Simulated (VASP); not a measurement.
CoNiO2:

```
Ni Co O
1.0
     3.01433    0.00000    0.00000
     0.00000    3.01433    0.00000
     0.00000    0.00000    4.22229
Ni Co O
1 1 2
Direct
  0.00000 0.00000 0.00000
  0.50000 0.50000 0.50000
  0.00000 0.00000 0.50000
  0.50000 0.50000 0.00000
```

Base run:

- Program: VASP 6.6.1
- Functional: PBEsol
- Potentials or basis: VASP PAW PBE potentials, release 64 (Ni, Co, O)
- Cutoff: 520 eV
- k mesh: 9 × 9 × 6
- Occupations: fermi-dirac, width 0.05 eV
- Spin: collinear spin, ferromagnetic start
- Starting moments: [2.5, 3.5, 0.0, 0.0] μB

Its results: pressure -12.4 GPa; net moment 4.47 μB per cell; site moments Ni +1.32; Co +2.50; O +0.29, +0.27 μB.

Q: The run is repeated on the same cell with these changes: spin from collinear spin, ferromagnetic start to collinear spin, ferrimagnetic start; moments at the start from [2.5, 3.5, 0.0, 0.0] to [0.68, -1.03, 0.0, 0.0]. What comes out?

A: Pressure -15.0 GPa; net moment -2.37 μB per cell; site moments Ni +0.39; Co -2.47; O -0.19, -0.06 μB.

Caveats: the cell stands under tension; the PAW data sets were made with another functional, which shifts forces and pressure a little.
